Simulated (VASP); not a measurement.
# IrF (P4/mmm) in VASP: notebook

IrF is run at these levels: PBE; tasks: single point, relaxation of cell and atoms.

All numbers are computed with VASP 6.6.1; they aren't measurements. Logs are shortened: lines on timing, memory, paths and dates and some standing lists are left out, and cuts for length are marked.

## Step 1: The cell of the first run

It takes space group P4/mmm (No. 123, tetragonal). Conventional cell: a = 2.605 Å, b = 2.605 Å, c = 3.212 Å, α = 90.00°, β = 90.00°, γ = 90.00°. Within 3.2 Å of Ir (site symmetry 4/mmm) lie 8 F at 2.44 Å and 4 Ir at 2.60 Å. F (site symmetry 4/mmm) has 8 Ir at 2.44 Å and 4 F at 2.60 Å within 3.2 Å.

## Step 2: Single point, PBE, collinear spin, ferromagnetic start

The input, INCAR:

```
SYSTEM = IrF
  ALGO = Normal
  EDIFF = 1E-6
  ENCUT = 520
  GGA = PE
  ISIF = 2
  ISMEAR = 0
  ISPIN = 2
  LASPH = .TRUE.
  LCHARG = .FALSE.
  LMAXMIX = 4
  LORBIT = 11
  LREAL = .FALSE.
  LWAVE = .FALSE.
  MAGMOM = 1 0
  NBANDS = 19
  NELM = 150
  PREC = Accurate
  SIGMA = 0.1
```

The input, KPOINTS:

```
k-points
0
G
  6 6 6
  0 0 0
```

The input, POSCAR:

```
IrF
1.0
    2.6048127900      0.0000000000      0.0000000000
    0.0000000000      2.6048127900      0.0000000000
    0.0000000000      0.0000000000      3.2117972500
Ir F
1 1
Direct
    0.5000000000      0.5000000000      0.5000000000
    0.0000000000      0.0000000000      0.0000000000
```

Potentials or basis: VASP PAW PBE potentials, release 64 (Ir, F).

Launch:

```
$ cat potpaw_PBE.64/Ir/POTCAR potpaw_PBE.64/F/POTCAR > POTCAR
$ mpirun -np 1 vasp_std > vasp.out
```

OUTCAR:

```text
SYSTEM = IrF
   EDIFF = 1E-6
   ENCUT = 520
   GGA = PE
   ISIF = 2
   ISMEAR = 0
   ISPIN = 2
   LASPH = .TRUE.
   LORBIT = 11
   LREAL = .FALSE.
   NELM = 150
   PREC = Accurate

 ion  position               nearest neighbor table
   1  0.500  0.500  0.500-   2 2.44   2 2.44   2 2.44   2 2.44   2 2.44   2 2.44   2 2.44   2 2.44

   2  0.000  0.000  0.000-   1 2.44   1 2.44   1 2.44   1 2.44   1 2.44   1 2.44   1 2.44   1 2.44

  LATTYP: Found a simple tetragonal cell.
 ALAT       =     2.6048127900
 C/A-ratio  =     1.2330242167

  Lattice vectors:

 A1 = (   2.6048127900,   0.0000000000,   0.0000000000)
 A2 = (   0.0000000000,   2.6048127900,   0.0000000000)
 A3 = (   0.0000000000,   0.0000000000,   3.2117972500)

Analysis of symmetry for initial positions (statically):
=====================================================================
 Subroutine PRICEL returns:
 Original cell was already a primitive cell.

 Routine SETGRP: Setting up the symmetry group for a
 simple tetragonal supercell.

 Subroutine GETGRP returns: Found 16 space group operations
 (whereof 16 operations were pure point group operations)
 out of a pool of 16 trial point group operations.

The static configuration has the point symmetry D_4h.

Analysis of symmetry for dynamics (positions and initial velocities):
=====================================================================
 Subroutine PRICEL returns:
 Original cell was already a primitive cell.

 Routine SETGRP: Setting up the symmetry group for a
 simple tetragonal supercell.

 Subroutine GETGRP returns: Found 16 space group operations
 (whereof 16 operations were pure point group operations)
 out of a pool of 16 trial point group operations.

The dynamic configuration has the point symmetry D_4h.

Analysis of structural, dynamic, and magnetic symmetry:
=====================================================================
 Subroutine PRICEL returns:
 Original cell was already a primitive cell.

 Routine SETGRP: Setting up the symmetry group for a
 simple tetragonal supercell.

 Subroutine GETGRP returns: Found 16 space group operations
 (whereof 16 operations were pure point group operations)
 out of a pool of 16 trial point group operations.

The overall configuration has the point symmetry D_4h.

 Subroutine INISYM returns: Found 16 space group operations
 (whereof 16 operations are pure point group operations),
 and found     1 'primitive' translations

----------------------------------------------------------------------------------------

                                     Primitive cell

  volume of cell :      21.7922

  direct lattice vectors                    reciprocal lattice vectors
     2.604812790  0.000000000  0.000000000     0.383904749  0.000000000  0.000000000
     0.000000000  2.604812790  0.000000000     0.000000000  0.383904749  0.000000000
     0.000000000  0.000000000  3.211797250     0.000000000  0.000000000  0.311352156

  length of vectors
     2.604812790  2.604812790  3.211797250     0.383904749  0.383904749  0.311352156

  position of ions in fractional coordinates (direct lattice)
     0.500000000  0.500000000  0.500000000
     0.000000000  0.000000000  0.000000000

  ion indices of the primitive-cell ions
   primitive index   ion index
                 1           1
                 2           2

----------------------------------------------------------------------------------------

 KPOINTS: k-points

Automatic generation of k-mesh.
 Grid dimensions read from file:
 generate k-points for:    6    6    6

 Generating k-lattice:

  Cartesian coordinates                     Fractional coordinates (reciprocal lattice)
     0.063984125  0.000000000  0.000000000     0.166666667  0.000000000  0.000000000
     0.000000000  0.063984125  0.000000000     0.000000000  0.166666667  0.000000000
     0.000000000  0.000000000  0.051892026     0.000000000  0.000000000  0.166666667

  Length of vectors
     0.063984125  0.063984125  0.051892026

  Shift w.r.t. Gamma in fractional coordinates (k-lattice)
     0.000000000  0.000000000  0.000000000

 Subroutine IBZKPT returns following result:
 ===========================================

 Found     40 irreducible k-points:

 Following reciprocal coordinates:
            Coordinates               Weight
  0.000000  0.000000  0.000000      1.000000
  0.166667  0.000000  0.000000      4.000000
  0.333333  0.000000  0.000000      4.000000
  0.500000  0.000000  0.000000      2.000000
  0.166667  0.166667  0.000000      4.000000
  0.333333  0.166667  0.000000      8.000000
[... 16 lines left out ...]
  0.333333  0.000000  0.333333      8.000000
  0.500000  0.000000  0.333333      4.000000
 [... further k-points ...]
   k-points           NKPTS =     40   k-points in BZ     NKDIM =     40   number of bands    NBANDS=     19
   number of dos      NEDOS =    301   number of ions     NIONS =      2
   total plane-waves  NPLWV =   9600
[... 30 lines left out ...]
   ISMEAR =     0;   SIGMA  =   0.10  broadening in eV -4-tet -1-fermi 0-gaus
   EFERMI_NEDOS =   21; number of points for ismear=-14 and -15
   IALGO  =     38    algorithm
   IMIX   =      4    mixing-type and parameters
     AMIX     =   0.40;   BMIX     =  1.00
     AMIX_MAG =   1.60;   BMIX_MAG =  1.00
  volume/ion in A,a.u.               =      10.90        73.53
  Fermi-wavevector in a.u.,A,eV,Ry     =   1.476889  2.790915 29.677032  2.181200
  Thomas-Fermi vector in A             =   2.591360
   LORBIT       =     11    0 simple, 1 ext, 2 COOP (PROOUT), +10 PAW based schemes
   GGA     = PE    functional components
   LHFCALC =     F    Hartree Fock is set to
   AEXX    =    0.0000 exact exchange contribution
   IVDW    =     0    specifies the selected vdW correction
   LEPSILON=     F    determine dielectric tensor
   LRPA    =     F    only Hartree local field effects (RPA)
 spin polarized calculation
 Gauss-broadening in eV      SIGMA  =   0.10
  energy-cutoff  :      520.00
  volume of cell :       21.79
 maximum number of plane-waves:       604
 NGX is ok and might be reduce to    20
   NGX =  9   NGY =  9   NGZ = 11

 number of electron      15.9999994 magnetization       0.8114678

 Free energy of the ion-electron system (eV)
  ---------------------------------------------------
  ext. energy  EPLUGINS =         0.00000000
  ---------------------------------------------------
  free energy    TOTEN  =        -8.62045430 eV

  energy without entropy =       -8.60922118  energy(sigma->0) =       -8.61483774

 E-fermi :   7.8743     XC(G=0): -13.1882

 val. band max:        7.8702258570   @ k =   0.5000   0.0000   0.1667
 cond. band min:       7.8771261306   @ k =   0.5000   0.3333   0.5000
 fundamental gap:      0.0069002735
 Fermi energy:         7.8742836608

 spin component 1

 k-point     1 :       0.0000    0.0000    0.0000
  band No.  band energies     occupation
      1     -17.5412      1.00000
      2       1.2250      1.00000
      3       1.7796      1.00000
      4       2.1306      1.00000
      5       2.6256      1.00000
      6       2.6256      1.00000
[... 11 lines left out ...]
     18      34.8648      0.00000
     19      37.9191      0.00000
[... 485 lines left out ...]
 k-point    24 :       0.5000    0.0000    0.3333
  band No.  band energies     occupation
      1     -16.9212      1.00000
      2      -0.6019      1.00000
      3       0.4434      1.00000
      4       2.7579      1.00000
      5       2.9376      1.00000
      6       5.1735      1.00000
[... 11 lines left out ...]
     18      36.3530      0.00000
     19      38.8072      0.00000

 [... further k-points ...]

 spin component 2

 k-point     1 :       0.0000    0.0000    0.0000
  band No.  band energies     occupation
      1     -17.3969      1.00000
      2       1.3539      1.00000
      3       1.9894      1.00000
      4       2.4805      1.00000
      5       2.7885      1.00000
      6       2.7885      1.00000
[... 11 lines left out ...]
     18      35.0428      0.00000
     19      38.0374      0.00000
[... 485 lines left out ...]
 k-point    24 :       0.5000    0.0000    0.3333
  band No.  band energies     occupation
      1     -16.7698      1.00000
      2      -0.4545      1.00000
      3       0.5988      1.00000
      4       2.9354      1.00000
      5       3.2388      1.00000
      6       5.7129      1.00000
[... 11 lines left out ...]
     18      36.5629      0.00000
     19      38.9396      0.00000

 [... further k-points ...]

------------------------ aborting loop because EDIFF is reached ----------------------------------------

  FORCE on cell =-STRESS in cart. coord.  units (eV):
  Direction    XX          YY          ZZ          XY          YZ          ZX
  --------------------------------------------------------------------------------------
  -------------------------------------------------------------------------------------
  Total        3.9568211      3.9568211      7.6832387      0.0000000      0.0000000      0.0000000
  in kB      290.9081168    290.9081168    564.8768185      0.0000000      0.0000000      0.0000000
  external PRESSURE =     382.2310174 kB  Pullay stress =       0.0000000 kB

 VOLUME and BASIS-vectors are now :
 -----------------------------------------------------------------------------
  energy-cutoff  :      520.00
  volume of cell :       21.79
      direct lattice vectors                 reciprocal lattice vectors
     2.604812790  0.000000000  0.000000000     0.383904749  0.000000000  0.000000000
     0.000000000  2.604812790  0.000000000     0.000000000  0.383904749  0.000000000
     0.000000000  0.000000000  3.211797250     0.000000000  0.000000000  0.311352156

 POSITION                                       TOTAL-FORCE (eV/Angst)
 -----------------------------------------------------------------------------------
      1.30241      1.30241      1.60590         0.000000      0.000000      0.000000
      0.00000      0.00000      0.00000         0.000000      0.000000      0.000000
 -----------------------------------------------------------------------------------
    total drift:                                0.000000      0.000000      0.000000

  FREE ENERGIE OF THE ION-ELECTRON SYSTEM (eV)
  ---------------------------------------------------
  free  energy   TOTEN  =        -8.6204543047 eV

  energy  without entropy=       -8.6092211829  energy(sigma->0) =       -8.61483774

 total charge

# of ion       s       p       d       tot
------------------------------------------
    1        0.505   0.401   7.112   8.019
    2        1.784   4.250   0.000   6.034
--------------------------------------------------
tot          2.289   4.651   7.112  14.052

 magnetization (x)

# of ion       s       p       d       tot
------------------------------------------
    1       -0.002   0.004   0.719   0.721
    2       -0.001   0.082   0.000   0.081
--------------------------------------------------
tot         -0.003   0.086   0.719   0.802
```

Wall time 27 s (1 thread of Intel Xeon 8259CL, shared host); peak memory 0.15 GiB.

What came out:

* Free energy: -8.6205 eV
* Pressure: 38.2 GPa
* Net moment: 0.81 μB per cell
* Site moments: Ir +0.72; F +0.08 μB
* Valence electrons inside the program's atomic spheres: Ir 8.02; F 6.03

Caveat: the k points lie up to 0.40 Å⁻¹ apart; spin-orbit coupling is left out, which moves the levels of the heavy elements.

## Step 3: Single point, PBE, collinear spin, ferromagnetic start

This run uses another cell than the first one, of 12.95 Å³/atom, 1.188 times its volume.

The input, INCAR:

```
SYSTEM = IrF
ALGO = Normal ; EDIFF = 1E-6
ENCUT = 520 ; GGA = PE
ISIF = 2 ; ISMEAR = 0
ISPIN = 2 ; LASPH = .True.
LCHARG = .False. ; LMAXMIX = 4
LORBIT = 11 ; LREAL = .False.
LWAVE = .False. ; MAGMOM = 1 0
NBANDS = 19 ; NELM = 150
PREC = Accurate ; SIGMA = 0.1
```

The input, KPOINTS:

```
k-points
0
Gamma
  6 6 6
  0 0 0
```

The input, POSCAR:

```
IrF
1.0
    2.5476606597      0.0000000000      0.0000000000
    0.0000000000      2.5476606597      0.0000000000
    0.0000000000      0.0000000000      3.9894051561
Ir F
1 1
Direct
    0.5000000000      0.5000000000      0.5000000000
    0.0000000000      0.0000000000      0.0000000000
```

Potentials or basis: VASP PAW PBE potentials, release 64 (Ir, F).

Launch:

```
$ cat potpaw_PBE.64/Ir/POTCAR potpaw_PBE.64/F/POTCAR > POTCAR
$ mpirun -np 1 vasp_std > vasp.out
```

It took 38 s on 1 thread of Intel Xeon 8259CL, shared host; peak memory 0.17 GiB.

The run converged. Its results:

| Property | Result |
| --- | --- |
| Free energy | -9.4791 eV |
| Pressure | -0.1 GPa |
| Net moment | 0.37 μB per cell |
| Site moments | Ir +0.33; F +0.03 μB |
| Valence electrons inside the program's atomic spheres | Ir 7.88; F 5.98 |

Stress tensor (GPa, compression positive):
```
 0.11  0.00  0.00
 0.00  0.11  0.00
 0.00  0.00 -0.44
```

Levels at points of the mesh, in eV from the Fermi level:
Spin up:
| k point | band 4 | band 5 | band 6 | band 7 | band 8 | band 9 | band 10 | band 11 | band 12 | band 13 |
| --- | --- | --- | --- | --- | --- | --- | --- | --- | --- | --- |
| (0.00, 0.00, 0.00) | -5.00 | -2.44 | -2.44 | -1.65 | 0.22 | 0.22 | 1.63 | 9.16 | 14.77 | 19.73 |
| (0.50, 0.00, 0.00) | -4.60 | -2.47 | -0.77 | -0.71 | 0.65 | 0.75 | 2.73 | 7.63 | 9.83 | 15.88 |
| (0.50, 0.50, 0.00) | -4.57 | -3.65 | -2.89 | -2.89 | -0.65 | 3.70 | 8.92 | 8.92 | 11.19 | 17.61 |
| (0.00, 0.00, 0.50) | -3.90 | -2.75 | -2.75 | 0.67 | 0.67 | 1.62 | 1.63 | 4.46 | 15.36 | 17.72 |
| (0.50, 0.00, 0.50) | -4.72 | -3.41 | -2.16 | -1.09 | -0.48 | 0.58 | 4.67 | 7.20 | 10.18 | 17.47 |
| (0.50, 0.50, 0.50) | -5.60 | -2.04 | -1.18 | -1.18 | 0.16 | 3.70 | 7.84 | 7.84 | 9.90 | 13.87 |
Spin down:
```csv
k point,band 6,band 7,band 8,band 9,band 10,band 11
"(0.00, 0.00, 0.00)",-2.38,-1.49,0.52,0.52,1.82,9.27
"(0.50, 0.00, 0.00)",-0.58,-0.56,0.92,0.96,2.77,7.80
"(0.50, 0.50, 0.00)",-2.62,-2.62,-0.48,3.94,9.02,9.02
"(0.00, 0.00, 0.50)",-2.67,0.95,0.95,1.76,1.82,4.53
"(0.50, 0.00, 0.50)",-2.10,-0.92,-0.30,0.89,4.72,7.38
"(0.50, 0.50, 0.50)",-0.96,-0.96,0.34,3.94,7.93,7.93
```

Caveat: the k points lie up to 0.41 Å⁻¹ apart; spin-orbit coupling is left out, which moves the levels of the heavy elements.

## Step 4: Relaxation of cell and atoms, PBE, collinear spin, ferromagnetic start

The input, INCAR:

```
SYSTEM = IrF
  PREC = Accurate
  ENCUT = 600
  EDIFF = 1E-6
  ISMEAR = 0
  SIGMA = 0.1
  LREAL = .FALSE.
  LASPH = .TRUE.
  NELM = 150
  ALGO = Normal
  ISIF = 3
  LWAVE = .FALSE.
  LCHARG = .FALSE.
  ISPIN = 2
  MAGMOM = 1 0
  LORBIT = 11
  LMAXMIX = 4
  GGA = PE
  IBRION = 2
  NSW = 90
  EDIFFG = -0.04
```

The input, KPOINTS:

```
regular mesh
0
G
  6 6 6
  0 0 0
```

The input, POSCAR:

```
IrF
1.0
    2.6048127900      0.0000000000      0.0000000000
    0.0000000000      2.6048127900      0.0000000000
    0.0000000000      0.0000000000      3.2117972500
Ir F
1 1
Direct
    0.5000000000      0.5000000000      0.5000000000
    0.0000000000      0.0000000000      0.0000000000
```

Launch:

```
$ cat potpaw_PBE.64/Ir/POTCAR potpaw_PBE.64/F/POTCAR > POTCAR
$ mpirun -np 1 vasp_std > vasp.out
```

Run time: 3.2 min. Hardware: 1 thread of Intel Xeon 8259CL, shared host; peak memory 0.19 GiB.

The run converged. Its results:

```yaml
Free_energy: -9.4569 eV
Relaxed_volume: 12.85 Å³/atom
Relaxed_cell: a = 2.553 Å, b = 2.553 Å, c = 3.944 Å, α = 90.00°, β = 90.00°, γ = 90.00°
Space_group_after_relaxing_to_0.05_Å: P4/mmm (No. 123)
Energy_gained_by_relaxing: 417.2 meV/atom
Ionic_steps: 6
Pressure_after_relaxing: -0.2 GPa
Net_moment: 0.38 μB per cell
Site_moments: Ir +0.34; F +0.03 μB
Valence_electrons_inside_the_program's_atomic_spheres: Ir 7.88; F 5.99
```

Stress tensor (GPa, compression positive):
```
-0.29  0.00  0.00
 0.00 -0.29  0.00
 0.00  0.00  0.10
```

The path:
| step | energy change (eV) | largest force (eV/Å) | pressure (GPa) | volume (Å³) |
| --- | --- | --- | --- | --- |
| 1 | 0.0000 | 0.0000 | 38.23 | 21.79 |
| 2 | -0.2625 | 0.0000 | -16.50 | 31.00 |
| 3 | -0.4976 | 0.0000 | -2.34 | 26.48 |
| 4 | -0.6606 | 0.0000 | -5.05 | 26.25 |
| 5 | -0.8342 | 0.0000 | 0.23 | 25.67 |
| 6 | -0.8344 | 0.0000 | -0.16 | 25.70 |

Final structure:
```
Ir F
1.0
     2.55261    0.00000    0.00000
     0.00000    2.55261    0.00000
     0.00000    0.00000    3.94422
Ir F
1 1
Cartesian
  1.2763 1.2763 1.9721
  0.0000 0.0000 0.0000
```

Levels at points of the mesh, in eV from the Fermi level:
Spin up:
| k point | band 6 | band 7 | band 8 | band 9 | band 10 | band 11 |
| --- | --- | --- | --- | --- | --- | --- |
| (0.00, 0.00, 0.00) | -2.60 | -1.68 | 0.19 | 0.19 | 1.60 | 9.35 |
| (0.50, 0.00, 0.00) | -0.75 | -0.71 | 0.62 | 0.74 | 2.75 | 7.58 |
| (0.50, 0.50, 0.00) | -2.89 | -2.89 | -0.73 | 3.66 | 8.91 | 8.91 |
| (0.00, 0.00, 0.50) | -2.92 | 0.66 | 0.66 | 1.60 | 1.67 | 4.47 |
| (0.50, 0.00, 0.50) | -2.32 | -1.10 | -0.47 | 0.54 | 4.76 | 7.15 |
| (0.50, 0.50, 0.50) | -1.14 | -1.14 | 0.15 | 3.66 | 7.80 | 7.80 |
Spin down:
```csv
k point,band 4,band 5,band 6,band 7,band 8,band 9,band 10,band 11,band 12,band 13
"(0.00, 0.00, 0.00)",-5.05,-2.55,-2.55,-1.52,0.50,0.50,1.80,9.46,14.88,19.77
"(0.50, 0.00, 0.00)",-4.44,-2.55,-0.56,-0.55,0.92,0.93,2.80,7.75,10.03,15.78
"(0.50, 0.50, 0.00)",-4.67,-3.73,-2.61,-2.61,-0.55,3.89,9.01,9.01,11.19,18.63
"(0.00, 0.00, 0.50)",-3.75,-2.84,-2.84,0.95,0.95,1.80,1.82,4.54,15.48,17.60
"(0.50, 0.00, 0.50)",-4.82,-3.11,-2.26,-0.92,-0.28,0.86,4.82,7.33,10.24,17.56
"(0.50, 0.50, 0.50)",-5.65,-1.94,-0.91,-0.91,0.35,3.90,7.89,7.89,9.79,13.98
```

Caveat: the k points lie up to 0.41 Å⁻¹ apart in the final cell; the volume moved by over 15 % at a fixed basis, so the end points are rough; spin-orbit coupling is left out, which moves the levels of the heavy elements.

## Step 5: The runs side by side

```csv
task,cell,cutoff (eV),gap on the mesh (eV),pressure (GPa),moment (μB)
single point,"a = 2.605, b = 2.605, c = 3.212 Å, 2 atoms",520,none,38.2,0.81
single point,"a = 2.548, b = 2.548, c = 3.989 Å, 2 atoms",520,none,-0.1,0.37
relaxation of cell and atoms,"relaxed from a = 2.605, b = 2.605, c = 3.212 Å, 2 atoms",600,none,-0.2,0.38
```

Alike in all rows: level PBE; potentials or basis VASP PAW PBE potentials, release 64 (Ir, F); spin collinear, ferromagnetic start; k mesh 6 × 6 × 6; smearing gaussian 0.1 eV.

Caveats: all runs use coarse meshes; spin-orbit coupling is left out, which moves the levels of the heavy elements; the volume moved by over 15 % at a fixed basis, so the end points are rough (some runs).

Absolute energies hang on the potentials; compare differences alone.
